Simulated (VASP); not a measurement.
A run of VASP 6.6.1 is set up as follows.

File INCAR:

```
SYSTEM = Zn15S16
PREC = Accurate
ENCUT = 520
EDIFF = 1E-7
ISMEAR = 0
SIGMA = 0.02
LREAL = Auto
LASPH = .TRUE.
NELM = 60
ALGO = Normal
ISIF = 2
LWAVE = .FALSE.
LCHARG = .TRUE.
GGA = CA
LELF = .TRUE.
LVHAR = .TRUE.
NELECT = 278.0
NBANDS = 159
```

File KPOINTS:

```
Automatic mesh
0
Gamma
  2 2 2
  0.5 0.5 0.5
```

File POSCAR:

```
Zn15S16
1.0
   -5.2968478570      5.2968478570      5.2968478570
    5.2968478570     -5.2968478570      5.2968478570
    5.2968478570      5.2968478570     -5.2968478570
Zn S
15 16
Direct
    0.5000000135      0.0096664094      0.5012278192
    0.5000000135      0.5012278192      0.0096664094
    0.7403336108      0.7415614165      0.4903336041
    0.5000000135      0.7500000202      0.7500000202
    0.7512278259      0.0096664094      0.2500000067
    0.7512278259      0.2500000067      0.0096664094
   -0.0084386037      0.4903336041      0.4903336041
    0.7403336108      0.4903336041      0.7415614165
    0.0000000000      0.7500000202      0.2500000067
    0.0084386037     -0.0012278057     -0.0012278057
    0.2596664162      0.2500000067      0.5012278192
    0.0000000000      0.2500000067      0.7500000202
    0.2596664162      0.5012278192      0.2500000067
    0.2487721067      0.7584385296     -0.0012278057
    0.2487721067     -0.0012278057      0.7584385296
    0.7494381767      0.9999849237      0.4994381699
    0.7385826638      0.2500000067      0.2500000067
    0.7494381767      0.4994381699      0.9999849237
    0.9994532867      0.7494532800      0.5000151168
    0.7500151236      0.7494532800      0.7494532800
    1.0005467673      1.0005618706      0.2500000067
    1.0005467673      0.2500000067      1.0005618706
    0.2499849034      0.4994381699      0.4994381699
   -0.0005467403      0.5000151168      0.7494532800
    0.2505618503      0.7505467605      0.2500000067
    0.2614173632      1.0114173834      1.0114173834
    0.5000000135      0.2500000067      0.4885826571
    0.2505618503      0.2500000067      0.7505467605
    0.5000000135      0.4885826571      0.2500000067
    0.5000000135      0.7505467605      1.0005618706
    0.5000000135      0.0005618436      0.7505467605
```

Potentials or basis: VASP PAW LDA potentials, release 64 (Zn, S).

The run is started by

```console
$ cat potpaw_LDA.64/Zn/POTCAR potpaw_LDA.64/S/POTCAR > POTCAR
$ mpirun -np 1 vasp_std > vasp.out
```

(1) Estimate the largest force.

Answers

(1) 0.021 eV/Å.

Caveat: the cell carries a net charge on a neutralising background, which shifts energy and pressure.
